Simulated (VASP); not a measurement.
# Cu (Fmmm) in VASP: single point with PBE

Aim: the single point of Cu with PBE.

Program: VASP 6.6.1. These are calculated values, not measurements. Logs are shortened: lines on timing, memory, paths and dates and some standing lists are left out, and cuts for length are marked.

### 1 The cell of the first run

It takes space group Fmmm (No. 69, orthorhombic). The conventional cell has a = 3.266 Å, b = 3.629 Å, c = 3.991 Å, α = 90.00°, β = 90.00°, γ = 90.00°. Within 3.2 Å of Cu (site symmetry mmm) lie 12 Cu at 2.44 to 2.70 Å.

### 2 Single point, PBE (engineering shear strain xy +0.0000, strain +e along x and -e along y -0.1000)

Contents of INCAR:

```
SYSTEM = Cu
PREC     = Accurate       ! precision mode
ENCUT    = 520            ! plane-wave cutoff, eV
EDIFF    = 1E-6           ! SCF threshold, eV
ISMEAR   = 0              ! smearing method
SIGMA    = 0.15           ! smearing width, eV
LREAL    = .False.        ! projectors in reciprocal space
LASPH    = .True.         ! aspherical terms in the spheres
NELM     = 80             ! most SCF steps
ALGO     = Fast           ! electronic algorithm
ISIF     = 2              ! what is computed and relaxed
LWAVE    = .False.        ! write WAVECAR
LCHARG   = .False.        ! write CHGCAR
GGA      = PE             ! functional
NBANDS   = 12             ! bands
```

Contents of KPOINTS:

```
Automatic mesh
0
Gamma
  20 20 20
  0 0 0
```

Contents of POSCAR:

```
Cu
1.0
    0.0000000000      1.9957368610      1.8143062373
    1.6328756136      0.0000000000      1.8143062373
    1.6328756136      1.9957368610      0.0000000000
Cu
1
Direct
    0.0000000000      0.0000000000      0.0000000000
```

Potentials or basis: VASP PAW PBE potentials, release 64 (Cu).

The run is started by

```sh
cat potpaw_PBE.64/Cu/POTCAR > POTCAR
mpirun -np 1 vasp_std > vasp.out
```

OUTCAR:

```text
SYSTEM = Cu
   PREC = Accurate
   ENCUT = 520
   EDIFF = 1E-6
   ISMEAR = 0
   LREAL = .False.
   LASPH = .True.
   NELM = 80
   ISIF = 2
   GGA = PE

 ion  position               nearest neighbor table
   1  0.000  0.000  0.000-

  LATTYP: Found a face centered orthorhombic cell.
 ALAT       =     3.2657512272
 B/A-ratio  =     1.1111111111
 C/A-ratio  =     1.2222222222

  Lattice vectors:

 A1 = (   0.0000000000,   1.9957368610,  -1.8143062373)
 A2 = (   1.6328756136,   1.9957368610,   0.0000000000)
 A3 = (   1.6328756136,   0.0000000000,  -1.8143062373)

Analysis of symmetry for initial positions (statically):
=====================================================================
 Subroutine PRICEL returns:
 Original cell was already a primitive cell.

 Routine SETGRP: Setting up the symmetry group for a
 face centered orthorhombic supercell.

 Subroutine GETGRP returns: Found  8 space group operations
 (whereof  8 operations were pure point group operations)
 out of a pool of  8 trial point group operations.

The static configuration has the point symmetry D_2h.

Analysis of symmetry for dynamics (positions and initial velocities):
=====================================================================
 Subroutine PRICEL returns:
 Original cell was already a primitive cell.

 Routine SETGRP: Setting up the symmetry group for a
 face centered orthorhombic supercell.

 Subroutine GETGRP returns: Found  8 space group operations
 (whereof  8 operations were pure point group operations)
 out of a pool of  8 trial point group operations.

The dynamic configuration has the point symmetry D_2h.

 Subroutine INISYM returns: Found  8 space group operations
 (whereof  8 operations are pure point group operations),
 and found     1 'primitive' translations

----------------------------------------------------------------------------------------

                                     Primitive cell

  volume of cell :      11.8249

  direct lattice vectors                    reciprocal lattice vectors
     0.000000000  1.995736861  1.814306237    -0.306208260  0.250534031  0.275587434
     1.632875614  0.000000000  1.814306237     0.306208260 -0.250534031  0.275587434
     1.632875614  1.995736861  0.000000000     0.306208260  0.250534031 -0.275587434

  length of vectors
     2.697160125  2.440899402  2.578613656     0.482161003  0.482161003  0.482161003

  position of ions in fractional coordinates (direct lattice)
     0.000000000  0.000000000  0.000000000

  ion indices of the primitive-cell ions
   primitive index   ion index
                 1           1

----------------------------------------------------------------------------------------

 KPOINTS: Automatic mesh

Automatic generation of k-mesh.
 Grid dimensions read from file:
 generate k-points for:   20   20   20

 Generating k-lattice:

  Cartesian coordinates                     Fractional coordinates (reciprocal lattice)
    -0.015310413  0.012526702  0.013779372     0.050000000  0.000000000  0.000000000
     0.015310413 -0.012526702  0.013779372    -0.000000000  0.050000000 -0.000000000
     0.015310413  0.012526702 -0.013779372     0.000000000  0.000000000  0.050000000

  Length of vectors
     0.024108050  0.024108050  0.024108050

  Shift w.r.t. Gamma in fractional coordinates (k-lattice)
     0.000000000  0.000000000  0.000000000

 Subroutine IBZKPT returns following result:
 ===========================================

 Found   1166 irreducible k-points:

 Following reciprocal coordinates:
            Coordinates               Weight
  0.000000  0.000000  0.000000      1.000000
  0.050000 -0.000000  0.000000      8.000000
  0.100000  0.000000  0.000000      8.000000
  0.150000 -0.000000  0.000000      8.000000
  0.200000  0.000000  0.000000      8.000000
  0.250000 -0.000000  0.000000      8.000000
[... 16 lines left out ...]
 -0.400000  0.050000  0.000000      8.000000
 -0.350000  0.050000 -0.000000      8.000000
 [... further k-points ...]
   k-points           NKPTS =   1166   k-points in BZ     NKDIM =   1166   number of bands    NBANDS=     12
   number of dos      NEDOS =    301   number of ions     NIONS =      1
   total plane-waves  NPLWV =   7200
   dimension x,y,z NGX =    20 NGY =   18 NGZ =   20
   dimension x,y,z NGXF=    40 NGYF=   36 NGZF=   40
   ions per type =               1
   NGX,Y,Z   is equivalent  to a cutoff of  12.33, 12.26, 12.89 a.u.
   NGXF,Y,Z  is equivalent  to a cutoff of  24.65, 24.52, 25.79 a.u.
 SYSTEM =  Cu
   PREC   = accura    normal or accurate (medium, high low for compatibility)
   ISTART =      0    job   : 0-new  1-cont  2-samecut
   ICHARG =      2    charge: 1-file 2-atom 10-const
   ISPIN  =      1    spin polarized calculation?
   LNONCOLLINEAR =      F non collinear calculations
   LSORBIT =      F    spin-orbit coupling
   LASPH  =      T    aspherical Exc in radial PAW
   ENCUT  =  520.0 eV  38.22 Ry    6.18 a.u.   5.01  4.54  4.79*2*pi/ulx,y,z
   NELM   =     80;   NELMIN=  2; NELMDL= -5     # of ELM steps
   EDIFF  = 0.1E-05   stopping-criterion for ELM
   LREAL  =      F    real-space projection
[... 7 lines left out ...]
   TEBEG  =    0.0;   TEEND  =   0.0 temperature during run
   PSTRESS=    0.0 pullay stress
   NELECT =      11.0000    total number of electrons
   NUPDOWN=      -1.0000    fix difference up-down
   EMIN   =  10.00;   EMAX   =-10.00  energy-range for DOS
   EFERMI =   0.00;   METHOD = LEGACY
   ISMEAR =     0;   SIGMA  =   0.15  broadening in eV -4-tet -1-fermi 0-gaus
   EFERMI_NEDOS =   21; number of points for ismear=-14 and -15
   IALGO  =     68    algorithm
   IMIX   =      4    mixing-type and parameters
     AMIX     =   0.40;   BMIX     =  1.00
     AMIX_MAG =   1.60;   BMIX_MAG =  1.00
  volume/ion in A,a.u.               =      11.82        79.80
  Fermi-wavevector in a.u.,A,eV,Ry     =   1.598110  3.019990 34.748686  2.553956
  Thomas-Fermi vector in A             =   2.695611
   LORBIT       =      0    0 simple, 1 ext, 2 COOP (PROOUT), +10 PAW based schemes
   GGA     = PE    functional components
   LHFCALC =     F    Hartree Fock is set to
   AEXX    =    0.0000 exact exchange contribution
   IVDW    =     0    specifies the selected vdW correction
   LEPSILON=     F    determine dielectric tensor
   LRPA    =     F    only Hartree local field effects (RPA)
 non-spin polarized calculation
 RMM-DIIS sequential band-by-band and
 Gauss-broadening in eV      SIGMA  =   0.15
  energy-cutoff  :      520.00
  volume of cell :       11.82
 maximum number of plane-waves:       340
   NGX =  9   NGY =  9   NGZ =  9

 number of electron      11.0000007 magnetization

 Free energy of the ion-electron system (eV)
  ---------------------------------------------------
  ext. energy  EPLUGINS =         0.00000000
  ---------------------------------------------------
  free energy    TOTEN  =        -3.68826945 eV

  energy without entropy =       -3.68455457  energy(sigma->0) =       -3.68641201

 E-fermi :   7.5720     XC(G=0): -12.7167

 val. band max:        7.5700857731   @ k =  -0.3500   0.0500   0.1500
 cond. band min:       7.5723710600   @ k =  -0.4500   0.1500   0.2000
 fundamental gap:      0.0022852868
 Fermi energy:         7.5719993214

 k-point     1 :       0.0000    0.0000    0.0000
  band No.  band energies     occupation
      1      -1.7660      2.00000
      2       4.0985      2.00000
      3       4.6665      2.00000
      4       4.8775      2.00000
      5       5.0318      2.00000
      6       5.6793      2.00000
      7      30.7388      0.00000
      8      32.5667      0.00000
      9      32.9514      0.00000
     10      33.6303      0.00000
     11      35.4340      0.00000
     12      35.7553      0.00000

 k-point     2 :       0.0500   -0.0000    0.0000
  band No.  band energies     occupation
      1      -1.6736      2.00000
      2       4.1115      2.00000
      3       4.6676      2.00000
      4       4.8810      2.00000
      5       5.0281      2.00000
      6       5.6665      2.00000
      7      30.1484      0.00000
      8      31.8008      0.00000
      9      32.4423      0.00000
     10      33.1673      0.00000
     11      34.9351      0.00000
     12      35.9503      0.00000

 k-point     3 :       0.1000    0.0000    0.0000
  band No.  band energies     occupation
      1      -1.3989      2.00000
      2       4.1436      2.00000
      3       4.6525      2.00000
      4       4.9067      2.00000
      5       5.0272      2.00000
      6       5.6316      2.00000
      7      27.9956      0.00000
      8      31.0273      0.00000
      9      31.7889      0.00000
     10      32.7492      0.00000
     11      33.9051      0.00000
     12      36.8103      0.00000
[... 286 lines left out ...]
 k-point    23 :      -0.4000    0.0500    0.0000
  band No.  band energies     occupation
      1       2.4163      2.00000
      2       4.1340      2.00000
      3       4.9690      2.00000
      4       5.3160      2.00000
      5       5.7914      2.00000
      6       6.3088      2.00000
      7      13.1456      0.00000
      8      25.5680      0.00000
      9      27.4550      0.00000
     10      30.5856      0.00000
     11      34.7699      0.00000
     12      36.0936      0.00000

 k-point    24 :      -0.3500    0.0500   -0.0000
  band No.  band energies     occupation
      1       2.0799      2.00000
      2       4.1796      2.00000
      3       4.7975      2.00000
      4       5.0183      2.00000
      5       5.6395      2.00000
      6       5.9786      2.00000
      7      15.0134      0.00000
      8      26.1178      0.00000
      9      27.4331      0.00000
     10      30.7594      0.00000
     11      34.8320      0.00000
     12      37.0656      0.00000

 [... further k-points ...]

------------------------ aborting loop because EDIFF is reached ----------------------------------------

  FORCE on cell =-STRESS in cart. coord.  units (eV):
  Direction    XX          YY          ZZ          XY          YZ          ZX
  --------------------------------------------------------------------------------------
  -------------------------------------------------------------------------------------
  Total        0.4899323     -0.2927672      0.5487967      0.0000000      0.0000000      0.0000000
  in kB       66.3819028    -39.6676140     74.3575606      0.0000000      0.0000000      0.0000000
  external PRESSURE =      33.6906165 kB  Pullay stress =       0.0000000 kB

 VOLUME and BASIS-vectors are now :
 -----------------------------------------------------------------------------
  energy-cutoff  :      520.00
  volume of cell :       11.82
      direct lattice vectors                 reciprocal lattice vectors
     0.000000000  1.995736861  1.814306237    -0.306208260  0.250534031  0.275587434
     1.632875614  0.000000000  1.814306237     0.306208260 -0.250534031  0.275587434
     1.632875614  1.995736861  0.000000000     0.306208260  0.250534031 -0.275587434

 POSITION                                       TOTAL-FORCE (eV/Angst)
 -----------------------------------------------------------------------------------
      0.00000      0.00000      0.00000         0.000000      0.000000      0.000000
 -----------------------------------------------------------------------------------
    total drift:                                0.000000      0.000000     -0.000000

  FREE ENERGIE OF THE ION-ELECTRON SYSTEM (eV)
  ---------------------------------------------------
  free  energy   TOTEN  =        -3.6882694451 eV

  energy  without entropy=       -3.6845545656  energy(sigma->0) =       -3.68641201
```

Run time: 2.2 min. Hardware: 1 thread of Intel Xeon 6975P-C, shared host; peak memory 0.27 GiB.

What came out:

```
Free energy : -3.6883 eV
Pressure    : 3.4 GPa
```

Stress tensor (GPa, compression positive):
```
 6.64  0.00  0.00
 0.00 -3.97  0.00
 0.00  0.00  7.44
```

Caveat: the cell differs from its parent crystal (engineering shear strain xy +0.0000, strain +e along x and -e along y -0.1000).
